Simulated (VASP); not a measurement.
# Ir in VASP: further runs

Aim: see how the results for Ir move with the level of theory and the settings. Levels: LDA, PBE. Tasks: electric field gradients.

Program: VASP 6.6.1. These are calculated values, not measurements. Logs are shortened: lines on timing, memory, paths and dates and some standing lists are left out, and cuts for length are marked.

## 1. The cell of the first run

The structure is cubic, space group Fm-3m (No. 225). The conventional cell has a = 3.839 Å, b = 3.839 Å, c = 3.839 Å, α = 90.00°, β = 90.00°, γ = 90.00°. Ir (site symmetry m-3m) has 12 Ir at 2.71 Å within 3.6 Å.

## 2. Electric field gradients, LDA

INCAR reads:

```
SYSTEM = Ir
PREC = Accurate ; ENCUT = 520
EDIFF = 1E-8 ; ISMEAR = -1
SIGMA = 0.05 ; LREAL = .False.
LASPH = .True. ; NELM = 80
ALGO = Normal ; ISIF = 2
LWAVE = .False. ; LCHARG = .False.
LEFG = .True. ; NBANDS = 10
```

KPOINTS reads:

```
regular mesh
0
Gamma
  18 18 18
  0 0 0
```

POSCAR reads:

```
Ir
1.0
    0.0000000000      1.9197000000      1.9197000000
    1.9197000000      0.0000000000      1.9197000000
    1.9197000000      1.9197000000      0.0000000000
Ir
1
Direct
    0.0000000000      0.0000000000      0.0000000000
```

Potentials or basis: VASP PAW LDA potentials, release 64 (Ir).

Started as:

```console
$ cat potpaw_LDA.64/Ir/POTCAR > POTCAR
$ mpirun -np 1 vasp_std > vasp.out
```

OUTCAR:

```text
SYSTEM = Ir
   PREC = Accurate
   ENCUT = 520
   EDIFF = 1E-8
   ISMEAR = -1
   LREAL = .False.
   LASPH = .True.
   NELM = 80
   ISIF = 2

 ion  position               nearest neighbor table
   1  0.000  0.000  0.000-

  LATTYP: Found a face centered cubic cell.
 ALAT       =     3.8394000000

  Lattice vectors:

 A1 = (   0.0000000000,   1.9197000000,   1.9197000000)
 A2 = (   1.9197000000,   0.0000000000,   1.9197000000)
 A3 = (   1.9197000000,   1.9197000000,   0.0000000000)

Analysis of symmetry for initial positions (statically):
=====================================================================
 Subroutine PRICEL returns:
 Original cell was already a primitive cell.

 Routine SETGRP: Setting up the symmetry group for a
 face centered cubic supercell.

 Subroutine GETGRP returns: Found 48 space group operations
 (whereof 48 operations were pure point group operations)
 out of a pool of 48 trial point group operations.

The static configuration has the point symmetry O_h .

Analysis of symmetry for dynamics (positions and initial velocities):
=====================================================================
 Subroutine PRICEL returns:
 Original cell was already a primitive cell.

 Routine SETGRP: Setting up the symmetry group for a
 face centered cubic supercell.

 Subroutine GETGRP returns: Found 48 space group operations
 (whereof 48 operations were pure point group operations)
 out of a pool of 48 trial point group operations.

The dynamic configuration has the point symmetry O_h .

 Subroutine INISYM returns: Found 48 space group operations
 (whereof 48 operations are pure point group operations),
 and found     1 'primitive' translations

----------------------------------------------------------------------------------------

                                     Primitive cell

  volume of cell :      14.1491

  direct lattice vectors                    reciprocal lattice vectors
     0.000000000  1.919700000  1.919700000    -0.260457363  0.260457363  0.260457363
     1.919700000  0.000000000  1.919700000     0.260457363 -0.260457363  0.260457363
     1.919700000  1.919700000  0.000000000     0.260457363  0.260457363 -0.260457363

  length of vectors
     2.714865776  2.714865776  2.714865776     0.451125386  0.451125386  0.451125386

  position of ions in fractional coordinates (direct lattice)
     0.000000000  0.000000000  0.000000000

  ion indices of the primitive-cell ions
   primitive index   ion index
                 1           1

----------------------------------------------------------------------------------------

 KPOINTS: regular mesh

Automatic generation of k-mesh.
 Grid dimensions read from file:
 generate k-points for:   18   18   18

 Generating k-lattice:

  Cartesian coordinates                     Fractional coordinates (reciprocal lattice)
    -0.014469854  0.014469854  0.014469854     0.055555556  0.000000000  0.000000000
     0.014469854 -0.014469854  0.014469854     0.000000000  0.055555556  0.000000000
     0.014469854  0.014469854 -0.014469854     0.000000000  0.000000000  0.055555556

  Length of vectors
     0.025062521  0.025062521  0.025062521

  Shift w.r.t. Gamma in fractional coordinates (k-lattice)
     0.000000000  0.000000000  0.000000000

 Subroutine IBZKPT returns following result:
 ===========================================

 Found    195 irreducible k-points:

 Following reciprocal coordinates:
            Coordinates               Weight
  0.000000  0.000000  0.000000      1.000000
  0.055556  0.000000  0.000000      8.000000
  0.111111  0.000000  0.000000      8.000000
  0.166667  0.000000  0.000000      8.000000
  0.222222  0.000000  0.000000      8.000000
  0.277778  0.000000  0.000000      8.000000
[... 16 lines left out ...]
 -0.277778  0.055556  0.000000     24.000000
 -0.222222  0.055556  0.000000     24.000000
 [... further k-points ...]
   k-points           NKPTS =    195   k-points in BZ     NKDIM =    195   number of bands    NBANDS=     10
   number of dos      NEDOS =    301   number of ions     NIONS =      1
   total plane-waves  NPLWV =   8000
   dimension x,y,z NGX =    20 NGY =   20 NGZ =   20
   dimension x,y,z NGXF=    40 NGYF=   40 NGZF=   40
   ions per type =               1
   NGX,Y,Z   is equivalent  to a cutoff of  12.25, 12.25, 12.25 a.u.
   NGXF,Y,Z  is equivalent  to a cutoff of  24.49, 24.49, 24.49 a.u.
 SYSTEM =  Ir
   PREC   = accura    normal or accurate (medium, high low for compatibility)
   ISTART =      0    job   : 0-new  1-cont  2-samecut
   ICHARG =      2    charge: 1-file 2-atom 10-const
   ISPIN  =      1    spin polarized calculation?
   LNONCOLLINEAR =      F non collinear calculations
   LSORBIT =      F    spin-orbit coupling
   LASPH  =      T    aspherical Exc in radial PAW
   ENCUT  =  520.0 eV  38.22 Ry    6.18 a.u.   5.05  5.05  5.05*2*pi/ulx,y,z
   NELM   =     80;   NELMIN=  2; NELMDL= -5     # of ELM steps
   EDIFF  = 0.1E-07   stopping-criterion for ELM
   LREAL  =      F    real-space projection
   EDIFFG = 0.1E-06   stopping-criterion for IOM
   NSW    =      0    number of steps for IOM
   IBRION =     -1    ionic relax: 0-MD 1-quasi-New 2-CG
   NFREE  =      0    steps in history (QN), initial steepest desc. (CG)
   ISIF   =      2    stress and relaxation
   ISYM   =      2    0-nonsym 1-usesym 2-fastsym
   POTIM  = 0.5000    time-step for ionic-motion
   TEBEG  =    0.0;   TEEND  =   0.0 temperature during run
   PSTRESS=    0.0 pullay stress
   NELECT =       9.0000    total number of electrons
   NUPDOWN=      -1.0000    fix difference up-down
   EMIN   =  10.00;   EMAX   =-10.00  energy-range for DOS
   EFERMI =   0.00;   METHOD = LEGACY
   ISMEAR =    -1;   SIGMA  =   0.05  broadening in eV -4-tet -1-fermi 0-gaus
   EFERMI_NEDOS =   21; number of points for ismear=-14 and -15
   IALGO  =     38    algorithm
   IMIX   =      4    mixing-type and parameters
     AMIX     =   0.40;   BMIX     =  1.00
     AMIX_MAG =   1.60;   BMIX_MAG =  1.00
  volume/ion in A,a.u.               =      14.15        95.48
  Fermi-wavevector in a.u.,A,eV,Ry     =   1.407923  2.660589 26.970118  1.982248
  Thomas-Fermi vector in A             =   2.530133
   LORBIT       =      0    0 simple, 1 ext, 2 COOP (PROOUT), +10 PAW based schemes
   GGA     = CA    functional components
   LHFCALC =     F    Hartree Fock is set to
   AEXX    =    0.0000 exact exchange contribution
   IVDW    =     0    specifies the selected vdW correction
   LEPSILON=     F    determine dielectric tensor
   LRPA    =     F    only Hartree local field effects (RPA)
 non-spin polarized calculation
  energy-cutoff  :      520.00
  volume of cell :       14.15
 maximum number of plane-waves:       392
   NGX =  9   NGY =  9   NGZ =  9

 number of electron       9.0000000 magnetization

 Free energy of the ion-electron system (eV)
  ---------------------------------------------------
  ext. energy  EPLUGINS =         0.00000000
  ---------------------------------------------------
  free energy    TOTEN  =       -10.32662018 eV

  energy without entropy =      -10.31844015  energy(sigma->0) =      -10.32253016

 E-fermi :  10.3346     XC(G=0): -14.1387

 val. band max:       10.3324788269   @ k =   0.5000   0.2222   0.1111
 cond. band min:      10.3500800118   @ k =   0.3333   0.1111   0.0556
 fundamental gap:      0.0176011849
 Fermi energy:        10.3346186610

 k-point     1 :       0.0000    0.0000    0.0000
  band No.  band energies     occupation
      1      -0.7972      2.00000
      2       6.3910      2.00000
      3       6.3910      2.00000
      4       6.3910      2.00000
      5       9.1175      2.00000
      6       9.1175      2.00000
      7      24.6529      0.00000
      8      30.1901      0.00000
      9      30.1901      0.00000
     10      30.1901      0.00000

 k-point     2 :       0.0556    0.0000    0.0000
  band No.  band energies     occupation
      1      -0.6594      2.00000
      2       6.3175      2.00000
      3       6.4512      2.00000
      4       6.4512      2.00000
      5       9.0781      2.00000
      6       9.0781      2.00000
      7      24.8922      0.00000
      8      29.4575      0.00000
      9      30.4177      0.00000
     10      30.4177      0.00000
[... 274 lines left out ...]
 k-point    24 :      -0.2222    0.0556    0.0000
  band No.  band energies     occupation
      1       1.4147      2.00000
      2       5.7393      2.00000
      3       6.8582      2.00000
      4       6.9479      2.00000
      5       8.8195      2.00000
      6       9.6833      2.00000
      7      24.4885      0.00000
      8      27.3013      0.00000
      9      32.3586      0.00000
     10      33.5862      0.00000

 [... further k-points ...]

------------------------ aborting loop because EDIFF is reached ----------------------------------------

  FORCE on cell =-STRESS in cart. coord.  units (eV):
  Direction    XX          YY          ZZ          XY          YZ          ZX
  --------------------------------------------------------------------------------------
  -------------------------------------------------------------------------------------
  Total       -0.5448262     -0.5448262     -0.5448262      0.0000000      0.0000000      0.0000000
  in kB      -61.6933663    -61.6933663    -61.6933663      0.0000000      0.0000000      0.0000000
  external PRESSURE =     -61.6933663 kB  Pullay stress =       0.0000000 kB

 VOLUME and BASIS-vectors are now :
 -----------------------------------------------------------------------------
  energy-cutoff  :      520.00
  volume of cell :       14.15
      direct lattice vectors                 reciprocal lattice vectors
     0.000000000  1.919700000  1.919700000    -0.260457363  0.260457363  0.260457363
     1.919700000  0.000000000  1.919700000     0.260457363 -0.260457363  0.260457363
     1.919700000  1.919700000  0.000000000     0.260457363  0.260457363 -0.260457363

 POSITION                                       TOTAL-FORCE (eV/Angst)
 -----------------------------------------------------------------------------------
      0.00000      0.00000      0.00000         0.000000      0.000000      0.000000
 -----------------------------------------------------------------------------------
    total drift:                               -0.000000     -0.000000     -0.000000

  FREE ENERGIE OF THE ION-ELECTRON SYSTEM (eV)
  ---------------------------------------------------
  free  energy   TOTEN  =       -10.3266201765 eV

  energy  without entropy=      -10.3184401467  energy(sigma->0) =      -10.32253016

 Electric field gradients (V/A^2)
---------------------------------------------------------------------
 ion       V_xx      V_yy      V_zz      V_xy      V_xz      V_yz
---------------------------------------------------------------------
   1      -0.000     0.000     0.000     0.000     0.000     0.000
---------------------------------------------------------------------

 Electric field gradients after diagonalization (V/A^2)
 (convention: |V_zz| > |V_xx| > |V_yy|)
----------------------------------------------------------------------
 ion       V_xx      V_yy      V_zz     asymmetry (V_yy - V_xx)/ V_zz
----------------------------------------------------------------------
   1      -0.000    -0.000     0.000       0.000
----------------------------------------------------------------------

           NMR quadrupolar parameters

 Cq : quadrupolar parameter    Cq=e*Q*V_zz/h
 eta: asymmetry parameters     (V_yy - V_xx)/ V_zz
 Q  : nuclear electric quadrupole moment in mb (millibarn)
----------------------------------------------------------------------
 ion       Cq(MHz)       eta       Q (mb)
----------------------------------------------------------------------
   1       0.000       0.000       1.000
----------------------------------------------------------------------
```

Wall time 50 s (1 thread of AMD EPYC 7R13, shared host); peak memory 0.11 GiB.

Results:

| Property | Result |
| --- | --- |
| Free energy | -10.3266 eV |
| Pressure | -6.2 GPa |

Caveat: without QUAD_EFG the Cq values of the log hold for a quadrupole moment of 1 mb, not for the nuclei; spin-orbit coupling is left out, which moves the levels of the heavy elements.

## 3. Electric field gradients, LDA

INCAR reads:

```
SYSTEM = Ir
PREC = Accurate ; ENCUT = 420
EDIFF = 1E-8 ; ISMEAR = -1
SIGMA = 0.05 ; LREAL = .False.
LASPH = .True. ; NELM = 120
ALGO = Normal ; ISIF = 2
LWAVE = .False. ; LCHARG = .False.
LEFG = .True. ; NBANDS = 14
GGA_COMPAT = .False.
```

KPOINTS is that of step 2.

POSCAR is that of step 2.

Potentials or basis: VASP PAW LDA potentials, release 64 (Ir_sv_GW).

Started as:

```console
$ cat potpaw_LDA.64/Ir_sv_GW/POTCAR > POTCAR
$ mpirun -np 1 vasp_std > vasp.out
```

OUTCAR:

```text
SYSTEM = Ir
   PREC = Accurate
   ENCUT = 420
   EDIFF = 1E-8
   ISMEAR = -1
   LREAL = .False.
   LASPH = .True.
   NELM = 120
   ISIF = 2

 ion  position               nearest neighbor table
   1  0.000  0.000  0.000-

  LATTYP: Found a face centered cubic cell.
 ALAT       =     3.8394000000

  Lattice vectors:

 A1 = (   0.0000000000,   1.9197000000,   1.9197000000)
 A2 = (   1.9197000000,   0.0000000000,   1.9197000000)
 A3 = (   1.9197000000,   1.9197000000,   0.0000000000)

Analysis of symmetry for initial positions (statically):
=====================================================================
 Subroutine PRICEL returns:
 Original cell was already a primitive cell.

 Routine SETGRP: Setting up the symmetry group for a
 face centered cubic supercell.

 Subroutine GETGRP returns: Found 48 space group operations
 (whereof 48 operations were pure point group operations)
 out of a pool of 48 trial point group operations.

The static configuration has the point symmetry O_h .
[... 586 lines left out ...]
 -----------------------------------------------------------------------------
  energy-cutoff  :      420.00
  volume of cell :       14.15
      direct lattice vectors                 reciprocal lattice vectors
     0.000000000  1.919700000  1.919700000    -0.260457363  0.260457363  0.260457363
     1.919700000  0.000000000  1.919700000     0.260457363 -0.260457363  0.260457363
     1.919700000  1.919700000  0.000000000     0.260457363  0.260457363 -0.260457363

 POSITION                                       TOTAL-FORCE (eV/Angst)
 -----------------------------------------------------------------------------------
      0.00000      0.00000      0.00000        -0.000000     -0.000000     -0.000000
 -----------------------------------------------------------------------------------
    total drift:                                0.000000     -0.000000      0.000000

  FREE ENERGIE OF THE ION-ELECTRON SYSTEM (eV)
  ---------------------------------------------------
  free  energy   TOTEN  =       -10.8952938981 eV

  energy  without entropy=      -10.8871648304  energy(sigma->0) =      -10.89122936

 Electric field gradients (V/A^2)
---------------------------------------------------------------------
 ion       V_xx      V_yy      V_zz      V_xy      V_xz      V_yz
---------------------------------------------------------------------
   1       0.000    -0.000    -0.000     0.000     0.000     0.000
---------------------------------------------------------------------

 Electric field gradients after diagonalization (V/A^2)
 (convention: |V_zz| > |V_xx| > |V_yy|)
----------------------------------------------------------------------
 ion       V_xx      V_yy      V_zz     asymmetry (V_yy - V_xx)/ V_zz
----------------------------------------------------------------------
   1      -0.000    -0.000     0.000       0.000
----------------------------------------------------------------------

           NMR quadrupolar parameters

 Cq : quadrupolar parameter    Cq=e*Q*V_zz/h
 eta: asymmetry parameters     (V_yy - V_xx)/ V_zz
 Q  : nuclear electric quadrupole moment in mb (millibarn)
----------------------------------------------------------------------
 ion       Cq(MHz)       eta       Q (mb)
----------------------------------------------------------------------
   1       0.000       0.000       1.000
----------------------------------------------------------------------
```

OSZICAR:

```text
N       E                     dE             d eps       ncg     rms          rms(c)
DAV:   1     0.785542708747E+02    0.78554E+02   -0.10418E+04  5992   0.108E+03
DAV:   2    -0.111423780642E+02   -0.89697E+02   -0.85874E+02  6870   0.330E+02
DAV:   3    -0.121580798135E+02   -0.10157E+01   -0.10135E+01  6012   0.320E+01
DAV:   4    -0.121592061813E+02   -0.11264E-02   -0.11263E-02  6498   0.124E+00
DAV:   5    -0.121592078677E+02   -0.16863E-05   -0.16863E-05  5976   0.444E-02    0.758E+01
DAV:   6    -0.110104656721E+02    0.11487E+01   -0.15124E+00  5700   0.128E+01    0.405E+01
DAV:   7    -0.109132322298E+02    0.97233E-01   -0.39600E-01  6174   0.600E+00    0.782E+00
DAV:   8    -0.108955429760E+02    0.17689E-01   -0.61580E-02  5496   0.303E+00    0.418E-01
DAV:   9    -0.108953929735E+02    0.15000E-03   -0.55232E-04  6204   0.260E-01    0.211E-01
DAV:  10    -0.108952956656E+02    0.97308E-04   -0.16004E-04  5862   0.177E-01    0.185E-02
DAV:  11    -0.108952938703E+02    0.17952E-05   -0.44683E-06  6324   0.260E-02    0.853E-03
DAV:  12    -0.108952938973E+02   -0.26943E-07   -0.12779E-07  5976   0.375E-03    0.138E-02
DAV:  13    -0.108952938981E+02   -0.81536E-09   -0.66718E-10  3192   0.338E-04
   1 F= -.10895294E+02 E0= -.10891229E+02  d E =-.812907E-02
```

Wall time 19 s (1 thread of Intel Xeon Platinum 8375C at 2.90GHz (Ice Lake), shared host); peak memory 0.14 GiB.

Results:

| Quantity | Value |
| --- | --- |
| Free energy | -10.8953 eV |
| Pressure | -9.2 GPa |

Levels at points of the mesh, in eV from the Fermi level:
| k point | band 5 | band 6 | band 7 | band 8 | band 9 | band 10 | band 11 | band 12 |
| --- | --- | --- | --- | --- | --- | --- | --- | --- |
| (0.00, 0.00, 0.00) | -11.10 | -3.94 | -3.94 | -3.94 | -1.22 | -1.22 | 13.62 | 19.09 |
| (0.50, 0.00, 0.00) | -8.13 | -4.03 | -4.03 | -0.73 | 0.88 | 0.88 | 7.27 | 13.28 |
| (0.50, 0.50, 0.00) | -7.94 | -7.39 | 0.86 | 1.45 | 1.45 | 1.71 | 10.53 | 11.46 |

Caveat: without QUAD_EFG the Cq values of the log hold for a quadrupole moment of 1 mb, not for the nuclei; spin-orbit coupling is left out, which moves the levels of the heavy elements.

(Continued in part 2 of 2.)
